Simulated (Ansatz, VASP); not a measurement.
# InAs in VASP and in Ansatz

```
CELL_PARAMETERS angstrom
2.88399 0.00000 0.00000
0.00000 2.88399 0.00000
0.00000 0.00000 5.90653
ATOMIC_POSITIONS crystal
In 0.50000 0.50000 0.50000
As 0.50000 0.50000 0.00000
```

Alike in both runs: functional PBE; k mesh 6 × 6 × 4; occupations gaussian, width 0.2 eV; no spin polarisation.

Ansatz relaxed the structure, and its values are those at the end. VASP's run is a single point on that final structure, the one shown.

```csv
,VASP,Ansatz
version,VASP 6.6.1,Ansatz 0.2.0
potentials or method,"VASP PAW PBE potentials, release 64 (In_d, As), cutoff 500 eV","scalar-relativistic, plane waves, PAW"
valence electrons in the cell,18,28
```

```tsv
	VASP	Ansatz	Ansatz less VASP
gap on the k mesh at the Fermi level (eV)	none	none	-
pressure (GPa)	0.0	0.0	-0.02
```

A gap of «none» marks a metal or a gap that the smearing closes. With one functional, cell and mesh, what is left measures potentials, basis and numerics. VASP's potentials hold 18 valence electrons a cell and Ansatz's 28, so a difference there can come from the potentials and not from the codes.

The k mesh is coarse, so the values compare programs but aren't converged.
